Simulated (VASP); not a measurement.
# Sr3Be4 (Pm-3m) in VASP: notebook, part 2 of 2

VASP 6.6.1.

## Step 4: Single point, PBE

This run uses another cell than the first one, of 18.96 Å³/atom, 0.525 times its volume.

INCAR reads:

```
ALGO     = Normal         # electronic algorithm
EDIFF    = 1E-6           # SCF threshold, eV
ENCUT    = 520            # plane-wave cutoff, eV
GGA      = PE             # functional
ISIF     = 2              # what is computed and relaxed
ISMEAR   = 0              # smearing method
LASPH    = True           # aspherical terms in the spheres
LCHARG   = True           # write CHGCAR
LELF     = True           # ELF
LREAL    = False          # projectors in reciprocal space
LVHAR    = True         
LWAVE    = False          # write WAVECAR
NBANDS   = 28             # bands
NELM     = 100            # most SCF steps
PREC     = Accurate       # precision mode
SIGMA    = 0.1            # smearing width, eV
```

KPOINTS reads:

```
k-points
0
Gamma
  4 4 4
```

POSCAR reads:

```
Sr3Be4
1.0
    5.1008103600      0.0000000000      0.0000000000
    0.0000000000      5.1008103600      0.0000000000
    0.0000000000      0.0000000000      5.1008103600
Sr Be
3 4
Direct
    0.0000000000      0.5000000000      0.5000000000
    0.5000000000      0.0000000000      0.5000000000
    0.5000000000      0.5000000000      0.0000000000
    0.5000000000      0.0000000000      0.0000000000
    0.0000000000      0.5000000000      0.0000000000
    0.0000000000      0.0000000000      0.5000000000
    0.5000000000      0.5000000000      0.5000000000
```

Potentials or basis: VASP PAW PBE potentials, release 64 (Sr_sv, Be).

On the command line:

```sh
> cat potpaw_PBE.64/Sr_sv/POTCAR potpaw_PBE.64/Be/POTCAR > POTCAR
> mpirun -np 1 vasp_std > vasp.out
```

OUTCAR:

```text
EDIFF = 1E-6
   ENCUT = 520
   GGA = PE
   ISIF = 2
   ISMEAR = 0
   LASPH = True
   LREAL = False
   NELM = 100
   PREC = Accurate

 ion  position               nearest neighbor table
   1  0.000  0.500  0.500-   5 2.55   6 2.55   7 2.55   5 2.55   6 2.55   7 2.55   3 3.61   2 3.61
                             2 3.61   2 3.61   3 3.61   3 3.61   3 3.61   2 3.61
   2  0.500  0.000  0.500-   4 2.55   6 2.55   7 2.55   4 2.55   7 2.55   6 2.55   3 3.61   1 3.61
                             3 3.61   1 3.61   3 3.61   1 3.61   3 3.61   1 3.61
   3  0.500  0.500  0.000-   4 2.55   5 2.55   7 2.55   7 2.55   4 2.55   5 2.55   2 3.61   2 3.61
                             2 3.61   1 3.61   2 3.61   1 3.61   1 3.61   1 3.61
   4  0.500  0.000  0.000-   2 2.55   3 2.55   2 2.55   3 2.55
   5  0.000  0.500  0.000-   1 2.55   3 2.55   1 2.55   3 2.55
   6  0.000  0.000  0.500-   1 2.55   2 2.55   1 2.55   2 2.55
   7  0.500  0.500  0.500-   1 2.55   2 2.55   3 2.55   3 2.55   2 2.55   1 2.55

  LATTYP: Found a simple cubic cell.
 ALAT       =     5.1008103600

[... 179 lines left out ...]
 cond. band min:       3.5506135496   @ k =   0.5000   0.2500   0.0000
 fundamental gap:      0.0988365748
 Fermi energy:         3.4701200501

 k-point     1 :       0.0000    0.0000    0.0000
  band No.  band energies     occupation
      1     -31.1273      2.00000
      2     -30.9756      2.00000
      3     -30.9756      2.00000
      4     -13.8436      2.00000
      5     -13.8436      2.00000
      6     -13.8436      2.00000
[... 299 lines left out ...]
     27       6.9469      0.00000
     28       6.9469      0.00000

------------------------ aborting loop because EDIFF is reached ----------------------------------------

  FORCE on cell =-STRESS in cart. coord.  units (eV):
  Direction    XX          YY          ZZ          XY          YZ          ZX
  --------------------------------------------------------------------------------------
  -------------------------------------------------------------------------------------
  Total       24.1082414     24.1082414     24.1082414      0.0000000      0.0000000     -0.0000000
  in kB      291.0439537    291.0439537    291.0439537      0.0000000      0.0000000     -0.0000000
  external PRESSURE =     291.0439537 kB  Pullay stress =       0.0000000 kB

 VOLUME and BASIS-vectors are now :
 -----------------------------------------------------------------------------
  energy-cutoff  :      520.00
  volume of cell :      132.71
      direct lattice vectors                 reciprocal lattice vectors
     5.100810360  0.000000000  0.000000000     0.196047281  0.000000000  0.000000000
     0.000000000  5.100810360  0.000000000     0.000000000  0.196047281  0.000000000
     0.000000000  0.000000000  5.100810360     0.000000000  0.000000000  0.196047281

 POSITION                                       TOTAL-FORCE (eV/Angst)
 -----------------------------------------------------------------------------------
      0.00000      2.55041      2.55041         0.000000      0.000000      0.000000
      2.55041      0.00000      2.55041         0.000000      0.000000      0.000000
      2.55041      2.55041      0.00000         0.000000      0.000000      0.000000
      2.55041      0.00000      0.00000         0.000000      0.000000      0.000000
      0.00000      2.55041      0.00000         0.000000      0.000000      0.000000
      0.00000      0.00000      2.55041         0.000000      0.000000      0.000000
      2.55041      2.55041      2.55041         0.000000      0.000000      0.000000
 -----------------------------------------------------------------------------------
    total drift:                                0.000000     -0.000000     -0.000000

  FREE ENERGIE OF THE ION-ELECTRON SYSTEM (eV)
  ---------------------------------------------------
  free  energy   TOTEN  =        -3.8636412374 eV

  energy  without entropy=       -3.8329831700  energy(sigma->0) =       -3.84831220
```

OSZICAR:

```text
N       E                     dE             d eps       ncg     rms          rms(c)
DAV:   1     0.209637097292E+03    0.20964E+03   -0.18069E+04   560   0.122E+03
DAV:   2     0.131804625619E+02   -0.19646E+03   -0.19092E+03   684   0.276E+02
DAV:   3    -0.397687464165E+01   -0.17157E+02   -0.16762E+02   992   0.622E+01
DAV:   4    -0.485061829852E+01   -0.87374E+00   -0.86450E+00   740   0.120E+01
DAV:   5    -0.488040024820E+01   -0.29782E-01   -0.29775E-01   868   0.214E+00    0.582E+01
DAV:   6    -0.414666654164E+01    0.73373E+00   -0.12342E+01   644   0.664E+00    0.275E+01
DAV:   7    -0.395581756622E+01    0.19085E+00   -0.27299E+00   708   0.414E+00    0.138E+01
DAV:   8    -0.386621606173E+01    0.89602E-01   -0.42448E-01   860   0.178E+00    0.147E+00
DAV:   9    -0.386389413977E+01    0.23219E-02   -0.34775E-02   720   0.526E-01    0.463E-01
DAV:  10    -0.386364355874E+01    0.25058E-03   -0.32023E-03   784   0.297E-01    0.195E-01
DAV:  11    -0.386367887479E+01   -0.35316E-04   -0.42238E-04   736   0.666E-02    0.933E-02
DAV:  12    -0.386363926075E+01    0.39614E-04   -0.24592E-04   668   0.429E-02    0.172E-02
DAV:  13    -0.386364141759E+01   -0.21568E-05   -0.10983E-05   700   0.136E-02    0.504E-03
DAV:  14    -0.386364123745E+01    0.18014E-06   -0.23231E-06   504   0.580E-03
   1 F= -.38636412E+01 E0= -.38483122E+01  d E =-.306581E-01
```

Run time: 18 s. Hardware: 1 thread of Intel Xeon 6975P-C (Granite Rapids), shared host; peak memory 0.24 GiB.

Results:

```
Free energy            : -3.8636 eV
Pressure               : 29.1 GPa
Band gap on the k mesh : zero (band 19 reaches 4.04 eV, above the bottom of band 20 at 2.84 eV)
```

Levels at points of the mesh, in eV from the Fermi level:
```csv
k point,band 16,band 17,band 18,band 19,band 20,band 21,band 22,band 23
"(0.00, 0.00, 0.00)",-2.56,0.57,0.57,0.57,0.61,0.61,0.61,3.15
"(0.50, 0.00, 0.00)",-1.25,-0.11,-0.11,-0.06,-0.04,0.52,0.81,0.81
"(0.50, 0.50, 0.00)",-2.29,-0.98,-0.98,-0.17,-0.13,0.28,0.55,0.55
"(0.50, 0.50, 0.50)",-2.45,-0.84,-0.84,-0.84,-0.61,0.09,0.09,0.09
```

## Step 5: Summary

```csv
task,cell,k mesh,cutoff (eV),gap on the mesh (eV),pressure (GPa)
single point,"a = 6.321 Å, 7 atoms",6 × 6 × 6,520,none,0.0
relaxation of cell and atoms,"relaxed from a = 6.311 Å, 7 atoms",6 × 6 × 6,600,none,0.0
single point,"a = 5.101 Å, 7 atoms",4 × 4 × 4,520,none,29.1
```

Alike in all rows: level PBE; potentials or basis VASP PAW PBE potentials, release 64 (Sr_sv, Be); no spin polarisation; smearing gaussian 0.1 eV.

Absolute energies hang on the potentials; compare differences alone.
